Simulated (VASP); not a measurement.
## SiC: single point with revPBE+D3(BJ)

SiC:

```xyz
8
Lattice="3.0341 0.0000 0.0000 -1.5171 2.6276 0.0000 0.0000 0.0000 9.9345" Properties=species:S:1:pos:R:3 pbc="T T T"
Si    0.0000    0.0000    1.8666
Si    0.0000    0.0000    6.8339
Si    0.0000    1.7518    4.3498
Si    1.5171    0.8759    9.3170
C     0.0000    0.0000    0.0046
C     0.0000    0.0000    4.9718
C     0.0000    1.7518    2.4817
C     1.5171    0.8759    7.4489
```

* Program: VASP 6.6.1
* Task: single point
* Functional: revPBE
* Dispersion: D3(BJ)
* Potentials or basis: VASP PAW PBE potentials, release 64 (Si, C)
* Cutoff: 520 eV
* k mesh: 10 × 10 × 3
* Occupations: fermi-dirac, width 0.05 eV
* Spin: no spin polarisation

The pressure is 5.9 GPa, the largest force is 0.023 eV/Å and the band gap on the k mesh is 2.24 eV, indirect (least direct gap 3.36 eV). The dispersion energy per atom is -0.626 eV.

Forces in eV/Å, atoms in the order of the input:
```
Si   0.000  0.000  0.008
Si   0.000  0.000  0.008
Si   0.000  0.000 -0.023
Si   0.000  0.000 -0.023
C    0.000  0.000  0.001
C    0.000  0.000  0.001
C    0.000  0.000  0.014
C    0.000  0.000  0.014
```

Stress tensor (GPa, compression positive):
```
5.97 0.00 0.00
0.00 5.97 0.00
0.00 0.00 5.72
```

Levels at points of the mesh, in eV from the valence-band top:
| k point | band 14 | band 15 | band 16 | band 17 | band 18 | band 19 |
| --- | --- | --- | --- | --- | --- | --- |
| (0.00, 0.00, 0.00) | -0.05 | 0.00 | 0.00 | 5.50 | 6.08 | 6.74 |
| (0.50, 0.00, 0.00) | -2.26 | -1.60 | -1.13 | 2.24 | 2.40 | 4.38 |

Run time: 74 s on 1 thread of Intel Xeon 8259CL (shared host), peak memory 0.22 GiB.

Caveat: the PAW data sets were made with another functional, which shifts forces and pressure a little. Expect the measured gap to be larger: semilocal functionals such as revPBE lack the derivative discontinuity.
